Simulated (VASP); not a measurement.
# Pd (Fm-3m) in VASP: further runs

Runs on Pd. Level: r2SCAN. Tasks: single point, relaxation of volume and atoms at fixed shape.

Program: VASP 6.6.1. These are calculated values, not measurements. Logs are shortened: lines on timing, memory, paths and dates and some standing lists are left out, and cuts for length are marked.

## Step 1: The cell of the first run

It takes space group Fm-3m (No. 225, cubic). Conventional cell: a = 3.909 Å, b = 3.909 Å, c = 3.909 Å, α = 90.00°, β = 90.00°, γ = 90.00°. Pd (site symmetry m-3m) has 12 Pd at 2.76 Å within 3.6 Å.

## Step 2: Single point, r2SCAN

File POSCAR:

```
Pd
1.0
    0.0000000000      1.9545836382      1.9545836382
    1.9545836382      0.0000000000      1.9545836382
    1.9545836382      1.9545836382      0.0000000000
Pd
1
Direct
    0.0000000000      0.0000000000      0.0000000000
```

File INCAR.step1:

```
SYSTEM = Pd
  PREC = Accurate
  ENCUT = 520
  ISMEAR = 0
  SIGMA = 0.1
  LREAL = .False.
  LASPH = .True.
  NELM = 100
  NBANDS = 11
  GGA = PE
  ALGO = Normal
  EDIFF = 1E-4
  LWAVE = .True.
  LCHARG = .False.
```

File INCAR.step2:

```
SYSTEM = Pd
  PREC = Accurate
  ENCUT = 520
  EDIFF = 1E-6
  ISMEAR = 0
  SIGMA = 0.1
  LREAL = .False.
  LASPH = .True.
  NELM = 100
  ALGO = Normal
  ISIF = 2
  LWAVE = .False.
  LCHARG = .True.
  METAGGA = R2SCAN
  LMIXTAU = .True.
  LELF = .True.
  LVHAR = .True.
  NBANDS = 11
  ISTART = 1
```

File KPOINTS:

```
Automatic mesh
0
Gamma
  19 19 19
  0 0 0
```

Potentials or basis: VASP PAW PBE potentials, release 64 (Pd).

Launch:

```console
cat potpaw_PBE.64/Pd/POTCAR > POTCAR
cp INCAR.step1 INCAR
mpirun -np 1 vasp_std > vasp.out
cp INCAR.step2 INCAR
mpirun -np 1 vasp_std > vasp.out
```

OUTCAR:

```text
SYSTEM = Pd
   PREC = Accurate
   ENCUT = 520
   EDIFF = 1E-6
   ISMEAR = 0
   LREAL = .False.
   LASPH = .True.
   NELM = 100
   ISIF = 2
   METAGGA = R2SCAN
   ISTART = 1

 ion  position               nearest neighbor table
   1  0.000  0.000  0.000-

  LATTYP: Found a face centered cubic cell.
 ALAT       =     3.9091672764

  Lattice vectors:

 A1 = (   0.0000000000,   1.9545836382,   1.9545836382)
 A2 = (   1.9545836382,   0.0000000000,   1.9545836382)
 A3 = (   1.9545836382,   1.9545836382,   0.0000000000)

Analysis of symmetry for initial positions (statically):
=====================================================================
 Subroutine PRICEL returns:
 Original cell was already a primitive cell.

 Routine SETGRP: Setting up the symmetry group for a
 face centered cubic supercell.

 Subroutine GETGRP returns: Found 48 space group operations
 (whereof 48 operations were pure point group operations)
 out of a pool of 48 trial point group operations.

The static configuration has the point symmetry O_h .

Analysis of symmetry for dynamics (positions and initial velocities):
=====================================================================
 Subroutine PRICEL returns:
 Original cell was already a primitive cell.

 Routine SETGRP: Setting up the symmetry group for a
 face centered cubic supercell.

 Subroutine GETGRP returns: Found 48 space group operations
 (whereof 48 operations were pure point group operations)
 out of a pool of 48 trial point group operations.

The dynamic configuration has the point symmetry O_h .

 Subroutine INISYM returns: Found 48 space group operations
 (whereof 48 operations are pure point group operations),
 and found     1 'primitive' translations

----------------------------------------------------------------------------------------

                                     Primitive cell

  volume of cell :      14.9346

  direct lattice vectors                    reciprocal lattice vectors
     0.000000000  1.954583638  1.954583638    -0.255808956  0.255808956  0.255808956
     1.954583638  0.000000000  1.954583638     0.255808956 -0.255808956  0.255808956
     1.954583638  1.954583638  0.000000000     0.255808956  0.255808956 -0.255808956

  length of vectors
     2.764198690  2.764198690  2.764198690     0.443074109  0.443074109  0.443074109

  position of ions in fractional coordinates (direct lattice)
     0.000000000  0.000000000  0.000000000

  ion indices of the primitive-cell ions
   primitive index   ion index
                 1           1

----------------------------------------------------------------------------------------

 KPOINTS: Automatic mesh

Automatic generation of k-mesh.
 Grid dimensions read from file:
 generate k-points for:   19   19   19

 Generating k-lattice:

  Cartesian coordinates                     Fractional coordinates (reciprocal lattice)
    -0.013463629  0.013463629  0.013463629     0.052631579  0.000000000  0.000000000
     0.013463629 -0.013463629  0.013463629     0.000000000  0.052631579  0.000000000
     0.013463629  0.013463629 -0.013463629     0.000000000  0.000000000  0.052631579

  Length of vectors
     0.023319690  0.023319690  0.023319690

  Shift w.r.t. Gamma in fractional coordinates (k-lattice)
     0.000000000  0.000000000  0.000000000

 Subroutine IBZKPT returns following result:
 ===========================================

 Found    220 irreducible k-points:

 Following reciprocal coordinates:
            Coordinates               Weight
  0.000000  0.000000  0.000000      1.000000
  0.052632  0.000000  0.000000      8.000000
  0.105263  0.000000  0.000000      8.000000
  0.157895  0.000000  0.000000      8.000000
  0.210526  0.000000  0.000000      8.000000
  0.263158  0.000000  0.000000      8.000000
[... 16 lines left out ...]
 -0.315789  0.052632  0.000000     24.000000
 -0.263158  0.052632  0.000000     24.000000
 [... further k-points ...]
   k-points           NKPTS =    220   k-points in BZ     NKDIM =    220   number of bands    NBANDS=     11
   number of dos      NEDOS =    301   number of ions     NIONS =      1
   total plane-waves  NPLWV =  13824
   dimension x,y,z NGX =    24 NGY =   24 NGZ =   24
   dimension x,y,z NGXF=    48 NGYF=   48 NGZF=   48
   ions per type =               1
   NGX,Y,Z   is equivalent  to a cutoff of  14.43, 14.43, 14.43 a.u.
   NGXF,Y,Z  is equivalent  to a cutoff of  28.87, 28.87, 28.87 a.u.
 SYSTEM =  Pd
   PREC   = accura    normal or accurate (medium, high low for compatibility)
   ISTART =      1    job   : 0-new  1-cont  2-samecut
   ICHARG =      0    charge: 1-file 2-atom 10-const
   ISPIN  =      1    spin polarized calculation?
   LNONCOLLINEAR =      F non collinear calculations
   LSORBIT =      F    spin-orbit coupling
   LASPH  =      T    aspherical Exc in radial PAW
   ENCUT  =  520.0 eV  38.22 Ry    6.18 a.u.   5.14  5.14  5.14*2*pi/ulx,y,z
   NELM   =    100;   NELMIN=  2; NELMDL=  0     # of ELM steps
   EDIFF  = 0.1E-05   stopping-criterion for ELM
   LREAL  =      F    real-space projection
   EDIFFG = 0.1E-04   stopping-criterion for IOM
   NSW    =      0    number of steps for IOM
   IBRION =     -1    ionic relax: 0-MD 1-quasi-New 2-CG
   NFREE  =      0    steps in history (QN), initial steepest desc. (CG)
   ISIF   =      2    stress and relaxation
   ISYM   =      2    0-nonsym 1-usesym 2-fastsym
   POTIM  = 0.5000    time-step for ionic-motion
   TEBEG  =    0.0;   TEEND  =   0.0 temperature during run
   PSTRESS=    0.0 pullay stress
   NELECT =      10.0000    total number of electrons
   NUPDOWN=      -1.0000    fix difference up-down
   EMIN   =  10.00;   EMAX   =-10.00  energy-range for DOS
   EFERMI =   0.00;   METHOD = LEGACY
   ISMEAR =     0;   SIGMA  =   0.10  broadening in eV -4-tet -1-fermi 0-gaus
   EFERMI_NEDOS =   21; number of points for ismear=-14 and -15
   IALGO  =     38    algorithm
   IMIX   =      4    mixing-type and parameters
     AMIX     =   0.40;   BMIX     =  1.00
     AMIX_MAG =   1.60;   BMIX_MAG =  1.00
  volume/ion in A,a.u.               =      14.93       100.78
  Fermi-wavevector in a.u.,A,eV,Ry     =   1.432223  2.706509 27.909115  2.051262
  Thomas-Fermi vector in A             =   2.551874
   LORBIT       =      0    0 simple, 1 ext, 2 COOP (PROOUT), +10 PAW based schemes
   METAGGA = R2SCAN    functional components
   LHFCALC =     F    Hartree Fock is set to
   AEXX    =    0.0000 exact exchange contribution
   IVDW    =     0    specifies the selected vdW correction
   LEPSILON=     F    determine dielectric tensor
   LRPA    =     F    only Hartree local field effects (RPA)
 non-spin polarized calculation
 Gauss-broadening in eV      SIGMA  =   0.10
  energy-cutoff  :      520.00
  volume of cell :       14.93
 maximum number of plane-waves:       415
 NGX is ok and might be reduce to    24
   NGX = 11   NGY = 11   NGZ = 11

 number of electron       9.9999998 magnetization

 Free energy of the ion-electron system (eV)
  ---------------------------------------------------
  ext. energy  EPLUGINS =         0.00000000
  ---------------------------------------------------
  free energy    TOTEN  =       -22.95099991 eV

  energy without entropy =      -22.93966544  energy(sigma->0) =      -22.94533268

 E-fermi :   9.4254     XC(G=0): -14.0353

 val. band max:        9.4250204180   @ k =   0.4737   0.1579   0.0000
 cond. band min:       9.4256122998   @ k =  -0.2632   0.4211   0.1579
 fundamental gap:      0.0005918818
 Fermi energy:         9.4253619687

 k-point     1 :       0.0000    0.0000    0.0000
  band No.  band energies     occupation
      1       2.3137      2.00000
      2       6.5522      2.00000
      3       6.5522      2.00000
      4       6.5522      2.00000
      5       8.1313      2.00000
      6       8.1313      2.00000
      7      27.4184      0.00000
      8      31.9384      0.00000
      9      32.3304      0.00000
     10      32.3304      0.00000
     11      32.3304      0.00000

 k-point     2 :       0.0526    0.0000    0.0000
  band No.  band energies     occupation
      1       2.4173      2.00000
      2       6.5159      2.00000
      3       6.5882      2.00000
      4       6.5882      2.00000
      5       8.1143      2.00000
      6       8.1143      2.00000
      7      27.5242      0.00000
      8      31.5850      0.00000
      9      31.9760      0.00000
     10      32.4443      0.00000
     11      32.4443      0.00000

 k-point     3 :       0.1053    0.0000    0.0000
  band No.  band energies     occupation
      1       2.7174      2.00000
      2       6.4240      2.00000
      3       6.6832      2.00000
      4       6.6832      2.00000
      5       8.0774      2.00000
      6       8.0774      2.00000
      7      27.7617      0.00000
      8      30.1248      0.00000
      9      31.9607      0.00000
     10      32.7685      0.00000
     11      32.7685      0.00000

 k-point     4 :       0.1579    0.0000    0.0000
  band No.  band energies     occupation
      1       3.1741      2.00000
      2       6.3330      2.00000
      3       6.7945      2.00000
      4       6.7945      2.00000
      5       8.0667      2.00000
      6       8.0667      2.00000
      7      27.5675      0.00000
      8      28.8624      0.00000
      9      31.9569      0.00000
     10      33.2435      0.00000
     11      33.2435      0.00000
[... 239 lines left out ...]
 k-point    22 :      -0.3684    0.0526    0.0000
  band No.  band energies     occupation
      1       4.2440      2.00000
      2       6.5543      2.00000
      3       6.6299      2.00000
      4       8.3414      2.00000
      5       8.9175      2.00000
      6       9.8649      0.00000
      7      19.4755      0.00000
      8      27.2986      0.00000
      9      31.1098      0.00000
     10      31.9676      0.00000
     11      32.7315      0.00000

 k-point    23 :      -0.3158    0.0526    0.0000
  band No.  band energies     occupation
      1       4.2940      2.00000
      2       6.6608      2.00000
      3       6.7320      2.00000
      4       7.5503      2.00000
      5       8.5817      2.00000
      6       9.2505      1.98660
      7      21.3957      0.00000
      8      27.7410      0.00000
      9      31.6125      0.00000
     10      31.9910      0.00000
     11      33.9589      0.00000

 k-point    24 :      -0.2632    0.0526    0.0000
  band No.  band energies     occupation
      1       4.2316      2.00000
      2       6.6690      2.00000
      3       6.8410      2.00000
      4       6.8838      2.00000
      5       8.2470      2.00000
      6       8.8099      2.00000
      7      23.4211      0.00000
      8      28.2149      0.00000
      9      31.9170      0.00000
     10      32.2749      0.00000
     11      35.3062      0.00000

 [... further k-points ...]
[... 5 lines left out ...]
  --------------------------------------------------------------------------------------
  -------------------------------------------------------------------------------------
  Total        0.0592063      0.0592063      0.0592063      0.0000000      0.0000000      0.0000000
  in kB        6.3516352      6.3516352      6.3516352      0.0000000      0.0000000      0.0000000
  external PRESSURE =       6.3516352 kB  Pullay stress =       0.0000000 kB

 VOLUME and BASIS-vectors are now :
 -----------------------------------------------------------------------------
  energy-cutoff  :      520.00
  volume of cell :       14.93
      direct lattice vectors                 reciprocal lattice vectors
     0.000000000  1.954583638  1.954583638    -0.255808956  0.255808956  0.255808956
     1.954583638  0.000000000  1.954583638     0.255808956 -0.255808956  0.255808956
     1.954583638  1.954583638  0.000000000     0.255808956  0.255808956 -0.255808956

 POSITION                                       TOTAL-FORCE (eV/Angst)
 -----------------------------------------------------------------------------------
      0.00000      0.00000      0.00000         0.000000      0.000000      0.000000
 -----------------------------------------------------------------------------------
    total drift:                                0.000000      0.000000     -0.000000

  FREE ENERGIE OF THE ION-ELECTRON SYSTEM (eV)
  ---------------------------------------------------
  free  energy   TOTEN  =       -22.9509999091 eV

  energy  without entropy=      -22.9396654421  energy(sigma->0) =      -22.94533268
```

Wall time 69 s (1 thread of Intel Xeon Platinum 8488C (Sapphire Rapids), shared host); peak memory 0.17 GiB.

What came out:

```
Free energy            : -22.9510 eV
Pressure               : 0.6 GPa
Band gap on the k mesh : zero (band 5 reaches 9.69 eV, above the bottom of band 6 at 8.07 eV)
```

Caveat: the PAW data sets were made with another functional, which shifts forces and pressure a little.

[end of part 1 of 2]
